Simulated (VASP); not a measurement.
# Sn (Fd-3m) in VASP: further runs, part 2 of 2

VASP 6.6.1.

## 5. Single point, PBEsol+D4

This run uses another cell than the first one, of 34.30 Å³/atom.

The input, INCAR:

```
PREC = Accurate
ENCUT = 520
EDIFF = 1E-7
ISMEAR = -1
SIGMA = 0.05
LREAL = F
LASPH = T
NELM = 60
ALGO = Normal
ISIF = 2
LWAVE = F
LCHARG = F
GGA = PS
IVDW = 13
NBANDS = 21
```

The input, KPOINTS:

```
regular mesh
0
Gamma
  7 7 7
```

The input, POSCAR:

```
Sn
1.0
    0.0000000000      3.2491670982      3.2491670982
    3.2491670982      0.0000000000      3.2491670982
    3.2491670982      3.2491670982      0.0000000000
Sn
2
Direct
    0.7500000000      0.7500000000      0.7500000000
    0.5000000000      0.5000000000      0.5000000000
```

Potentials or basis: VASP PAW PBE potentials, release 64 (Sn_d).

Command:

```
> cat potpaw_PBE.64/Sn_d/POTCAR > POTCAR
> mpirun -np 1 vasp_std > vasp.out
```

OUTCAR:

```text
PREC = Accurate
   ENCUT = 520
   EDIFF = 1E-7
   ISMEAR = -1
   LREAL = F
   LASPH = T
   NELM = 60
   ISIF = 2
   GGA = PS
   IVDW = 13

 ion  position               nearest neighbor table
   1  0.750  0.750  0.750-   2 2.81   2 2.81   2 2.81   2 2.81
   2  0.500  0.500  0.500-   1 2.81   1 2.81   1 2.81   1 2.81

  LATTYP: Found a face centered cubic cell.
 ALAT       =     6.4983341964

  Lattice vectors:

 A1 = (   0.0000000000,   3.2491670982,   3.2491670982)
 A2 = (   3.2491670982,   0.0000000000,   3.2491670982)
 A3 = (   3.2491670982,   3.2491670982,   0.0000000000)

Analysis of symmetry for initial positions (statically):
=====================================================================
 Subroutine PRICEL returns:
 Original cell was already a primitive cell.

 Routine SETGRP: Setting up the symmetry group for a
 face centered cubic supercell.

 Subroutine GETGRP returns: Found 48 space group operations
 (whereof 24 operations were pure point group operations)
 out of a pool of 48 trial point group operations.

The static configuration has the point symmetry T_d .
 The point group associated with its full space group is O_h .

Analysis of symmetry for dynamics (positions and initial velocities):
=====================================================================
 Subroutine PRICEL returns:
 Original cell was already a primitive cell.

 Routine SETGRP: Setting up the symmetry group for a
 face centered cubic supercell.

 Subroutine GETGRP returns: Found 48 space group operations
 (whereof 24 operations were pure point group operations)
 out of a pool of 48 trial point group operations.

The dynamic configuration has the point symmetry T_d .
 The point group associated with its full space group is O_h .

 Subroutine INISYM returns: Found 48 space group operations
 (whereof 24 operations are pure point group operations),
 and found     1 'primitive' translations

----------------------------------------------------------------------------------------

                                     Primitive cell

  volume of cell :      68.6035

  direct lattice vectors                    reciprocal lattice vectors
     0.000000000  3.249167098  3.249167098    -0.153885591  0.153885591  0.153885591
     3.249167098  0.000000000  3.249167098     0.153885591 -0.153885591  0.153885591
     3.249167098  3.249167098  0.000000000     0.153885591  0.153885591 -0.153885591

  length of vectors
     4.595016177  4.595016177  4.595016177     0.266537663  0.266537663  0.266537663

  position of ions in fractional coordinates (direct lattice)
     0.750000000  0.750000000  0.750000000
     0.500000000  0.500000000  0.500000000

  ion indices of the primitive-cell ions
   primitive index   ion index
                 1           1
                 2           2

----------------------------------------------------------------------------------------

 KPOINTS: regular mesh

Automatic generation of k-mesh.
 Grid dimensions read from file:
 generate k-points for:    7    7    7

 Generating k-lattice:

  Cartesian coordinates                     Fractional coordinates (reciprocal lattice)
    -0.021983656  0.021983656  0.021983656     0.142857143  0.000000000  0.000000000
     0.021983656 -0.021983656  0.021983656     0.000000000  0.142857143  0.000000000
     0.021983656  0.021983656 -0.021983656     0.000000000  0.000000000  0.142857143

  Length of vectors
     0.038076809  0.038076809  0.038076809

  Shift w.r.t. Gamma in fractional coordinates (k-lattice)
     0.000000000  0.000000000  0.000000000

 Subroutine IBZKPT returns following result:
 ===========================================

 Found     20 irreducible k-points:

 Following reciprocal coordinates:
            Coordinates               Weight
  0.000000  0.000000  0.000000      1.000000
  0.142857  0.000000  0.000000      8.000000
  0.285714  0.000000  0.000000      8.000000
  0.428571  0.000000  0.000000      8.000000
  0.142857  0.142857  0.000000      6.000000
  0.285714  0.142857  0.000000     24.000000
[... 12 lines left out ...]
 -0.428571  0.428571  0.142857     24.000000
 -0.285714  0.428571  0.142857     24.000000
   k-points           NKPTS =     20   k-points in BZ     NKDIM =     20   number of bands    NBANDS=     21
   number of dos      NEDOS =    301   number of ions     NIONS =      2
   total plane-waves  NPLWV =  46656
   dimension x,y,z NGX =    36 NGY =   36 NGZ =   36
   dimension x,y,z NGXF=    72 NGYF=   72 NGZF=   72
   ions per type =               2
   NGX,Y,Z   is equivalent  to a cutoff of  13.02, 13.02, 13.02 a.u.
   NGXF,Y,Z  is equivalent  to a cutoff of  26.05, 26.05, 26.05 a.u.
 SYSTEM =  unknown system
   PREC   = accura    normal or accurate (medium, high low for compatibility)
   ISTART =      0    job   : 0-new  1-cont  2-samecut
   ICHARG =      2    charge: 1-file 2-atom 10-const
   ISPIN  =      1    spin polarized calculation?
   LNONCOLLINEAR =      F non collinear calculations
   LSORBIT =      F    spin-orbit coupling
   LASPH  =      T    aspherical Exc in radial PAW
   ENCUT  =  520.0 eV  38.22 Ry    6.18 a.u.   8.54  8.54  8.54*2*pi/ulx,y,z
   NELM   =     60;   NELMIN=  2; NELMDL= -5     # of ELM steps
   EDIFF  = 0.1E-06   stopping-criterion for ELM
   LREAL  =      F    real-space projection
   EDIFFG = 0.1E-05   stopping-criterion for IOM
   NSW    =      0    number of steps for IOM
   IBRION =     -1    ionic relax: 0-MD 1-quasi-New 2-CG
   NFREE  =      0    steps in history (QN), initial steepest desc. (CG)
   ISIF   =      2    stress and relaxation
   ISYM   =      2    0-nonsym 1-usesym 2-fastsym
   POTIM  = 0.5000    time-step for ionic-motion
   TEBEG  =    0.0;   TEEND  =   0.0 temperature during run
   PSTRESS=    0.0 pullay stress
   NELECT =      28.0000    total number of electrons
   NUPDOWN=      -1.0000    fix difference up-down
   EMIN   =  10.00;   EMAX   =-10.00  energy-range for DOS
   EFERMI =   0.00;   METHOD = LEGACY
   ISMEAR =    -1;   SIGMA  =   0.05  broadening in eV -4-tet -1-fermi 0-gaus
   EFERMI_NEDOS =   21; number of points for ismear=-14 and -15
   IALGO  =     38    algorithm
   IMIX   =      4    mixing-type and parameters
     AMIX     =   0.40;   BMIX     =  1.00
     AMIX_MAG =   1.60;   BMIX_MAG =  1.00
  volume/ion in A,a.u.               =      34.30       231.48
  Fermi-wavevector in a.u.,A,eV,Ry     =   1.214354  2.294797 20.063922  1.474657
  Thomas-Fermi vector in A             =   2.349777
   LORBIT       =      0    0 simple, 1 ext, 2 COOP (PROOUT), +10 PAW based schemes
   GGA     = PS    functional components
   LHFCALC =     F    Hartree Fock is set to
   AEXX    =    0.0000 exact exchange contribution
   IVDW    =    13    specifies the selected vdW correction
   LEPSILON=     F    determine dielectric tensor
   LRPA    =     F    only Hartree local field effects (RPA)
 non-spin polarized calculation
  energy-cutoff  :      520.00
  volume of cell :       68.60
 maximum number of plane-waves:      1868
 NGX is ok and might be reduce to    36
   NGX = 17   NGY = 17   NGZ = 17

 number of electron      27.9999999 magnetization

 Free energy of the ion-electron system (eV)
  ---------------------------------------------------
  ext. energy  EPLUGINS =         0.00000000
  ---------------------------------------------------
  free energy    TOTEN  =        -8.44577376 eV

  energy without entropy =       -8.44354000  energy(sigma->0) =       -8.44465688

 E-fermi :   5.3669     XC(G=0):  -9.0456

 val. band max:        5.1850960378   @ k =   0.1429   0.0000   0.0000
 cond. band min:       5.4111034502   @ k =   0.4286   0.0000   0.0000
 fundamental gap:      0.2260074125
 Fermi energy:         5.3669056519

 k-point     1 :       0.0000    0.0000    0.0000
  band No.  band energies     occupation
      1     -16.1405      2.00000
      2     -16.1405      2.00000
      3     -16.1405      2.00000
      4     -16.0807      2.00000
      5     -16.0807      2.00000
      6     -15.7722      2.00000
[... 13 lines left out ...]
     20      13.4086      0.00000
     21      13.4086      0.00000
[... 433 lines left out ...]
 k-point    20 :      -0.2857    0.4286    0.1429
  band No.  band energies     occupation
      1     -16.2133      2.00000
      2     -16.2007      2.00000
      3     -16.0336      2.00000
      4     -15.9658      2.00000
      5     -15.9475      2.00000
      6     -15.9153      2.00000
[... 13 lines left out ...]
     20      14.1195      0.00000
     21      15.8404      0.00000

------------------------ aborting loop because EDIFF is reached ----------------------------------------

  DFT-D4 for vdW energy calculation

  Edisp (eV):   -0.39726

  FORCE on cell =-STRESS in cart. coord.  units (eV):
  Direction    XX          YY          ZZ          XY          YZ          ZX
  --------------------------------------------------------------------------------------
  -------------------------------------------------------------------------------------
  Total      -0.03551    -0.03551    -0.03551    -0.00000    -0.00000    -0.00000
  in kB      -0.82928    -0.82928    -0.82928    -0.00000    -0.00000    -0.00000
  external pressure =       -0.83 kB  Pullay stress =        0.00 kB

 VOLUME and BASIS-vectors are now :
 -----------------------------------------------------------------------------
  energy-cutoff  :      520.00
  volume of cell :       68.60
      direct lattice vectors                 reciprocal lattice vectors
     0.000000000  3.249167098  3.249167098    -0.153885591  0.153885591  0.153885591
     3.249167098  0.000000000  3.249167098     0.153885591 -0.153885591  0.153885591
     3.249167098  3.249167098  0.000000000     0.153885591  0.153885591 -0.153885591

 POSITION                                       TOTAL-FORCE (eV/Angst)
 -----------------------------------------------------------------------------------
      4.87375      4.87375      4.87375        -0.000000     -0.000000     -0.000000
      3.24917      3.24917      3.24917         0.000000      0.000000      0.000000
 -----------------------------------------------------------------------------------
    total drift:                                0.000000      0.000000      0.000000

  FREE ENERGIE OF THE ION-ELECTRON SYSTEM (eV)
  ---------------------------------------------------
  free  energy   TOTEN  =        -8.8430338000 eV

  energy  without entropy=       -8.8408000350  energy(sigma->0) =       -8.84191692
```

stdout:

```text
POSCAR found type information on POSCAR Sn
 POSCAR found :  1 types and       2 ions
 scaLAPACK will be used
 -----------------------------------------------------------------------------
|                                                                             |
|                                                                             |
|     You enforced a specific xc type in the INCAR file but a different       |
|     I HOPE YOU KNOW WHAT YOU ARE DOING!                                     |
|                                                                             |
 -----------------------------------------------------------------------------

 LDA part: xc-table for (Slater+PW92), standard interpolation
 POSCAR, INCAR and KPOINTS ok, starting setup
 FFT: planning ... GRIDC
 FFT: planning ... GRID_SOFT
 FFT: planning ... GRID
 WAVECAR not read
 entering main loop
```

It took 40 s on 1 thread of Intel Xeon 8259CL, shared host; peak memory 0.2 GiB.

Results:

```yaml
Free_energy: -8.8430 eV
Pressure: -0.1 GPa
Band_gap_on_the_k_mesh: zero (bands 14 and 15 overlap by 0.12 eV)
Dispersion_energy_per_atom: -0.199 eV
```

Levels at points of the mesh, in eV from the Fermi level:
| k point | band 10 | band 11 | band 12 | band 13 | band 14 | band 15 | band 16 | band 17 | band 18 | band 19 |
| --- | --- | --- | --- | --- | --- | --- | --- | --- | --- | --- |
| (0.00, 0.00, 0.00) | -21.13 | -10.52 | -0.64 | 0.17 | 0.17 | 0.17 | 2.23 | 2.23 | 2.23 | 4.94 |

Caveat: the PAW data sets were made with another functional, which shifts forces and pressure a little; spin-orbit coupling is left out, which moves the levels of the heavy elements.

## 6. Single point, RPBE+D4

This run uses another cell than the first one, of 35.32 Å³/atom.

The input, INCAR:

```
SYSTEM = Sn
PREC     = Accurate       ! precision mode
ENCUT    = 520            ! plane-wave cutoff, eV
EDIFF    = 1E-7           ! SCF threshold, eV
ISMEAR   = -1             ! smearing method
SIGMA    = 0.05           ! smearing width, eV
LREAL    = .FALSE.        ! projectors in reciprocal space
LASPH    = .TRUE.         ! aspherical terms in the spheres
NELM     = 60             ! most SCF steps
ALGO     = Normal         ! electronic algorithm
ISIF     = 2              ! what is computed and relaxed
LWAVE    = .FALSE.        ! write WAVECAR
LCHARG   = .TRUE.         ! write CHGCAR
GGA      = RP             ! functional
IVDW     = 13             ! dispersion correction
LELF     = .TRUE.         ! ELF
LVHAR    = .TRUE.       
NBANDS   = 21             ! bands
```

The input, KPOINTS:

```
Automatic mesh
0
G
  7 7 7
  0 0 0
```

The input, POSCAR:

```
Sn
1.0
    0.0000000000      3.2810596447      3.2810596447
    3.2810596447      0.0000000000      3.2810596447
    3.2810596447      3.2810596447      0.0000000000
Sn
2
Direct
    0.7500000000      0.7500000000      0.7500000000
    0.5000000000      0.5000000000      0.5000000000
```

Potentials or basis: VASP PAW PBE potentials, release 64 (Sn_d).

Command:

```
> cat potpaw_PBE.64/Sn_d/POTCAR > POTCAR
> mpirun -np 1 vasp_std > vasp.out
```

Run time: 50 s. Hardware: 1 thread of Intel Xeon 8259CL, shared host; peak memory 0.2 GiB.

The run converged. Its results:

| Quantity | Value |
| --- | --- |
| Free energy | -8.0842 eV |
| Pressure | 0.0 GPa |
| Band gap on the k mesh | zero (bands 14 and 15 overlap by 0.05 eV) |
| Dispersion energy per atom | -0.554 eV |

Levels at points of the mesh, in eV from the Fermi level:
| k point | band 12 | band 13 | band 14 | band 15 | band 16 | band 17 |
| --- | --- | --- | --- | --- | --- | --- |
| (0.00, 0.00, 0.00) | -0.76 | 0.11 | 0.11 | 0.11 | 2.19 | 2.19 |

Caveat: the PAW data sets were made with another functional, which shifts forces and pressure a little; spin-orbit coupling is left out, which moves the levels of the heavy elements.

## 7. Overview

```tsv
level	potentials or basis	cell	smearing	gap on the mesh (eV)	pressure (GPa)
LDA	VASP PAW LDA potentials, release 64 (Sn_d)	a = 4.573 Å, angles 60.0°, 2 atoms	methfessel-paxton 0.1 eV	none	0.1
RPBE	VASP PAW PBE potentials, release 64 (Sn_d)	a = 4.573 Å, angles 60.0°, 2 atoms	gaussian 0.1 eV	none	5.2
PBE	VASP PAW PBE potentials, release 64 (Sn_d)	a = 4.573 Å, angles 60.0°, 2 atoms	gaussian 0.1 eV	none	3.8
PBEsol+D4	VASP PAW PBE potentials, release 64 (Sn_d)	a = 4.595 Å, angles 60.0°, 2 atoms	fermi-dirac 0.05 eV	none	-0.1
RPBE+D4	VASP PAW PBE potentials, release 64 (Sn_d)	a = 4.640 Å, angles 60.0°, 2 atoms	fermi-dirac 0.05 eV	none	0.0
```

Alike in all rows: task single point; no spin polarisation; k mesh 7 × 7 × 7; cutoff (eV) 520.

Caveats: spin-orbit coupling is left out, which moves the levels of the heavy elements; the PAW data sets were made with another functional, which shifts forces and pressure a little (at least some runs); the cell stands under pressure (at least some runs).

Absolute energies hang on the potentials; compare differences alone.
